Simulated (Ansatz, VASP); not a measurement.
One calculation of TaH, two programs

The input INCAR:

```
SYSTEM = TaH
ALGO = Normal ; EDIFF = 1E-7
EDIFFG = -0.08 ; ENCUT = 500
GGA = PE ; GGA_COMPAT = .FALSE.
IBRION = 2 ; ISIF = 3
ISMEAR = 0 ; LASPH = .TRUE.
LCHARG = .FALSE. ; LREAL = .FALSE.
LWAVE = .FALSE. ; NELM = 120
NELMIN = 4 ; NSW = 36
PREC = Accurate ; SIGMA = 0.2
```

The input KPOINTS:

```
k-points
0
G
  8 8 8
  0 0 0
```

The input POSCAR:

```
TaH
1.0
    0.0000000000      2.2100000000      2.2100000000
    2.2100000000      0.0000000000      2.2100000000
    2.2100000000      2.2100000000      0.0000000000
Ta H
1 1
Direct
    0.0000000000      0.0000000000      0.0000000000
    0.5000000000      0.5000000000      0.5000000000
```

Input for Ansatz:

```yaml
crystal:
  lattice:
    - [0.0, 2.21, 2.21]
    - [2.21, 0.0, 2.21]
    - [2.21, 2.21, 0.0]
  atoms:
    - { symbol: Ta, position: [0.0, 0.0, 0.0] }
    - { symbol: H, position: [0.5, 0.5, 0.5] }
basis:
  ecutwfc: 420
kpoints:
  mp_grid: { grid: [8, 8, 8] }
hamiltonian:
  xc: pbe
scf:
  occupations: { method: gaussian, width: 0.2 }
  lower_state_search: "off"
output:
  forces: true
  stress: true
  eigenvalues: true
relax:
  adjacent_minimum: "off"
  f_tol: 0.08
  max_steps: 16
  cell: { stress_tol: 0.8 }
```

Alike in both runs: task relaxation of cell and atoms; functional PBE; k mesh 8 × 8 × 8; occupations gaussian, width 0.2 eV; no spin polarisation.

|  | VASP | Ansatz |
| --- | --- | --- |
| version | VASP 6.6.1 | Ansatz 0.2.0 |
| potentials or method | VASP PAW PBE potentials, release 64 (Ta_pv, H), cutoff 500 eV | scalar-relativistic, plane waves, PAW |
| valence electrons in the cell | 12 | 14 |

```tsv
	VASP	Ansatz	Ansatz less VASP
gap on the k mesh at the Fermi level, each at its own relaxed structure (eV)	none	none	-
relaxed volume (Å³/atom)	10.04	10.03	-0.007
relaxed cell length with the largest relative difference (Å)	3.050	3.050	-0.0008
```

A gap of «none» marks a metal or a gap that the smearing closes. VASP's potentials hold 12 valence electrons a cell and Ansatz's 14, so a difference there can come from the potentials and not from the codes.

Neither program's run includes spin-orbit coupling.
